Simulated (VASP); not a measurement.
# Mg9O8 (a cell with a defect) in VASP: notebook, part 2 of 2

VASP 6.6.1. Earlier steps stand in the parts before.

## 3. Single point, PBE

The input, INCAR:

```
PREC     = Accurate       # precision mode
ENCUT    = 520            # plane-wave cutoff, eV
EDIFF    = 1E-6           # SCF threshold, eV
ISMEAR   = 0              # smearing method
SIGMA    = 0.05           # smearing width, eV
LREAL    = Auto         
LASPH    = True           # aspherical terms in the spheres
NELM     = 80             # most SCF steps
ALGO     = Normal         # electronic algorithm
ISIF     = 2              # what is computed and relaxed
LWAVE    = False          # write WAVECAR
LCHARG   = True           # write CHGCAR
GGA      = PE             # functional
LELF     = True           # ELF
LVHAR    = True         
NBANDS   = 47             # bands
```

The input, KPOINTS:

```
regular mesh
0
Gamma
  2 2 2
```

The input, POSCAR:

```
Mg9O8
1.0
    0.0000000000      4.3915000000      4.3915000000
    4.3915000000      0.0000000000      4.3915000000
    4.3915000000      4.3915000000      0.0000000000
Mg O
9 8
Direct
   -0.0008602983      0.0026111807     -0.0006139132
   -0.0004295799      0.0020889218      0.5001661164
    0.0667160424      0.4808740749     -0.0229601503
   -0.0000323352      0.5004665832      0.5005269270
    0.4800462257      0.0543597860     -0.0178021177
    0.4987562336      0.0016736878      0.5000159399
    0.4768681544      0.4759443243     -0.0247253786
    0.4790434931      0.4783842651      0.5635647273
    0.6287540704      0.6117065923      0.1245655243
    0.2471332119      0.2451206877      0.2600672891
    0.2468006376      0.2463670728      0.7475958101
    0.2487021519      0.7591732893      0.2482765570
    0.2459119891      0.7646887168      0.7443047934
    0.7539452351      0.2337284527      0.2594294660
    0.7595889787      0.2443773198      0.7474459752
    0.7465730388      0.7537578276      0.2464785381
    0.7481978823      0.7604353865      0.7455627918
```

Potentials or basis: VASP PAW PBE potentials, release 64 (Mg, O).

Run with:

```console
$ cat potpaw_PBE.64/Mg/POTCAR potpaw_PBE.64/O/POTCAR > POTCAR
$ mpirun -np 1 vasp_std > vasp.out
```

It took 72 s on 1 thread of Intel Xeon 6975P-C (Granite Rapids), shared host; peak memory 0.32 GiB.

Results (log left out):

- Free energy: -85.3546 eV
- Pressure: 16.7 GPa
- Largest force: 0.026 eV/Å
- Band gap on the k mesh: zero (bands 33 and 34 overlap by 0.53 eV)

Forces on the atoms (eV/Å):
```
Mg  -0.012  0.006 -0.005
Mg  -0.003  0.012  0.012
Mg  -0.005  0.014  0.021
Mg  -0.008 -0.004  0.006
Mg   0.011  0.000 -0.001
Mg  -0.003 -0.011 -0.015
Mg   0.000 -0.017 -0.012
Mg   0.021  0.003 -0.004
Mg   0.020  0.011  0.000
O    0.001 -0.004  0.000
O    0.000 -0.002  0.001
O    0.009 -0.013 -0.010
O   -0.007  0.001 -0.005
O   -0.015  0.009 -0.010
O   -0.004 -0.001  0.004
O    0.008  0.008  0.008
O   -0.014 -0.011  0.011
```

Stress tensor (GPa, compression positive):
```
16.46  0.30  0.05
 0.30 16.89  0.43
 0.05  0.43 16.82
```

Levels at points of the mesh, in eV from the Fermi level:
```
           k point  band 31  band 32  band 33  band 34  band 35  band 36
(0.00, 0.00, 0.00)    -5.90    -5.88    -2.52     0.26     0.98     1.00
(0.50, 0.00, 0.00)    -6.11    -6.10    -0.32    -0.08     1.55     1.80
(0.00, 0.50, 0.00)    -6.07    -6.07    -0.33     0.05     1.55     1.90
(0.00, 0.00, 0.50)    -6.10    -6.09    -0.33    -0.05     1.54     1.77
(0.50, 0.50, 0.50)    -6.12    -6.11    -0.30    -0.12     1.60     1.82
(0.50, 0.50, 0.00)    -6.31    -6.21     0.39     0.57     1.65     1.96
(0.00, 0.50, 0.50)    -6.31    -6.22     0.36     0.61     1.64     1.91
(0.50, 0.00, 0.50)    -6.30    -6.21     0.41     0.54     1.66     2.00
```

Caveat: the k points lie up to 0.62 Å⁻¹ apart, too coarse for converged energies and pressures of a metal.

## 4. Relaxation of the atoms, PBE

The input, INCAR:

```
SYSTEM = Mg9O8
ALGO = Normal
EDIFF = 1E-7
EDIFFG = -0.03
ENCUT = 520
GGA = PE
IBRION = 2
ISIF = 2
ISMEAR = 0
LASPH = .TRUE.
LCHARG = .FALSE.
LREAL = Auto
LWAVE = .FALSE.
NELM = 60
NSW = 80
PREC = Accurate
SIGMA = 0.05
```

The input, KPOINTS:

```
k-points
0
G
  2 2 2
  0 0 0
```

The input, POSCAR:

```
Mg9O8
1.0
    0.0000000000      4.3915000000      4.3915000000
    4.3915000000      0.0000000000      4.3915000000
    4.3915000000      4.3915000000      0.0000000000
Mg O
9 8
Direct
    0.0000000000      0.0000000000      0.0000000000
    0.0000000000      0.0000000000      0.5000000000
    0.0000000000      0.5000000000      0.0000000000
    0.0000000000      0.5000000000      0.5000000000
    0.5000000000      0.0000000000      0.0000000000
    0.5000000000      0.0000000000      0.5000000000
    0.5000000000      0.5000000000      0.0000000000
    0.5000000000      0.5000000000      0.5000000000
    0.3740378000      0.3741265000      0.3808565000
    0.2500000000      0.2500000000      0.2500000000
    0.2500000000      0.2500000000      0.7500000000
    0.2500000000      0.7500000000      0.2500000000
    0.2500000000      0.7500000000      0.7500000000
    0.7500000000      0.2500000000      0.2500000000
    0.7500000000      0.2500000000      0.7500000000
    0.7500000000      0.7500000000      0.2500000000
    0.7500000000      0.7500000000      0.7500000000
```

Run with:

```console
$ cat potpaw_PBE.64/Mg/POTCAR potpaw_PBE.64/O/POTCAR > POTCAR
$ mpirun -np 1 vasp_std > vasp.out
```

Wall time 11 min (1 thread of Intel Xeon 6975P-C (Granite Rapids), shared host); peak memory 0.34 GiB.

It converged, with:

| Item | Value |
| --- | --- |
| Free energy | -85.3510 eV |
| Energy gained by relaxing | 332.6 meV/atom |
| Ionic steps | 13 |
| Pressure after relaxing | 16.8 GPa |
| Largest force after relaxing | 0.018 eV/Å |
| Band gap on the k mesh | zero (bands 33 and 34 overlap by 0.48 eV) |

Forces in eV/Å, atoms in the order of the input:
```
Mg   0.003  0.003  0.006
Mg  -0.003 -0.003  0.002
Mg  -0.006  0.001 -0.002
Mg   0.008 -0.004 -0.006
Mg   0.001 -0.006 -0.002
Mg  -0.004  0.008 -0.006
Mg   0.003  0.003 -0.001
Mg   0.011  0.011  0.008
Mg  -0.008 -0.009  0.003
O    0.001  0.001  0.013
O    0.009  0.009 -0.013
O   -0.012 -0.003  0.000
O    0.000 -0.002 -0.002
O   -0.003 -0.011 -0.001
O   -0.001  0.000 -0.002
O   -0.001 -0.001  0.000
O    0.002  0.002  0.002
```

Stress tensor (GPa, compression positive):
```
16.78 -0.02  0.06
-0.02 16.78  0.06
 0.06  0.06 16.79
```

The path:
| step | energy change (eV) | largest force (eV/Å) | pressure (GPa) |
| --- | --- | --- | --- |
| 1 | 0.0000 | 9.3122 | 19.47 |
| 2 | -4.5952 | 3.9660 | 20.77 |
| 3 | -5.5402 | 0.4650 | 17.98 |
| 4 | -5.5397 | 0.4883 | 18.08 |
| 5 | -5.6216 | 0.2853 | 17.51 |
| 6 | -5.6403 | 0.4781 | 17.16 |
| 7 | -5.6490 | 0.2652 | 16.87 |
| 8 | -5.6507 | 0.0819 | 16.94 |
| 9 | -5.6531 | 0.0592 | 16.90 |
| 10 | -5.6548 | 0.0315 | 16.83 |
| 11 | -5.6548 | 0.0377 | 16.81 |
| 12 | -5.6550 | 0.0434 | 16.77 |
| 13 | -5.6550 | 0.0183 | 16.78 |

Final structure:
```yaml
crystal:
  lattice:
    - [0.00000, 4.39150, 4.39150]
    - [4.39150, 0.00000, 4.39150]
    - [4.39150, 4.39150, 0.00000]
  atoms:
    - { symbol: Mg, position: [0.99976, 0.99976, 0.99965] }
    - { symbol: Mg, position: [0.99967, 0.99966, 0.50098] }
    - { symbol: Mg, position: [0.99974, 0.50088, 0.99963] }
    - { symbol: Mg, position: [0.93534, 0.52160, 0.52139] }
    - { symbol: Mg, position: [0.50088, 0.99974, 0.99963] }
    - { symbol: Mg, position: [0.52160, 0.93537, 0.52138] }
    - { symbol: Mg, position: [0.52085, 0.52084, 0.93744] }
    - { symbol: Mg, position: [0.52191, 0.52190, 0.52170] }
    - { symbol: Mg, position: [0.37453, 0.37457, 0.37760] }
    - { symbol: O, position: [0.24916, 0.24915, 0.24829] }
    - { symbol: O, position: [0.24761, 0.24759, 0.75681] }
    - { symbol: O, position: [0.24873, 0.75441, 0.24776] }
    - { symbol: O, position: [0.23924, 0.75344, 0.75419] }
    - { symbol: O, position: [0.75438, 0.24874, 0.24777] }
    - { symbol: O, position: [0.75344, 0.23923, 0.75419] }
    - { symbol: O, position: [0.75395, 0.75396, 0.23846] }
    - { symbol: O, position: [0.75326, 0.75327, 0.75399] }
```

Levels at points of the mesh, in eV from the Fermi level:
| k point | band 29 | band 30 | band 31 | band 32 | band 33 | band 34 | band 35 | band 36 | band 37 | band 38 |
| --- | --- | --- | --- | --- | --- | --- | --- | --- | --- | --- |
| (0.00, 0.00, 0.00) | -6.20 | -5.89 | -5.89 | -5.89 | -2.50 | 0.28 | 1.04 | 1.04 | 1.05 | 1.83 |
| (0.50, 0.00, 0.00) | -6.15 | -6.15 | -6.09 | -6.09 | -0.28 | -0.03 | 1.63 | 1.98 | 2.04 | 2.76 |
| (0.00, 0.50, 0.00) | -6.15 | -6.15 | -6.09 | -6.09 | -0.28 | -0.03 | 1.63 | 1.98 | 2.04 | 2.76 |
| (0.00, 0.00, 0.50) | -6.15 | -6.15 | -6.09 | -6.08 | -0.29 | -0.01 | 1.62 | 2.00 | 2.02 | 2.79 |
| (0.50, 0.50, 0.50) | -6.15 | -6.15 | -6.09 | -6.09 | -0.28 | -0.03 | 1.63 | 1.98 | 2.04 | 2.74 |
| (0.50, 0.50, 0.00) | -6.39 | -6.39 | -6.30 | -6.21 | 0.44 | 0.60 | 1.70 | 2.09 | 2.11 | 2.67 |
| (0.00, 0.50, 0.50) | -6.39 | -6.39 | -6.30 | -6.21 | 0.44 | 0.61 | 1.70 | 2.08 | 2.12 | 2.67 |
| (0.50, 0.00, 0.50) | -6.39 | -6.39 | -6.30 | -6.21 | 0.44 | 0.61 | 1.70 | 2.08 | 2.12 | 2.67 |

Caveat: the k points lie up to 0.62 Å⁻¹ apart.

## 5. Summary

| task | cell | gap on the mesh (eV) | pressure (GPa) | largest force (eV/Å) |
| --- | --- | --- | --- | --- |
| single point | as given, atomic positions A | none | 16.7 | 0.02 |
| single point | as given, atomic positions B | none | 16.7 | 0.03 |
| relaxation of the atoms | atoms relaxed, atomic positions C | none | 16.8 | 0.02 |

Alike in all rows: level PBE; potentials or basis VASP PAW PBE potentials, release 64 (Mg, O); no spin polarisation; k mesh 2 × 2 × 2; cutoff (eV) 520; smearing gaussian 0.05 eV.

Caveats: all runs use coarse meshes.

Total energies depend on the potentials used, so only differences within one code and one set of settings carry meaning.
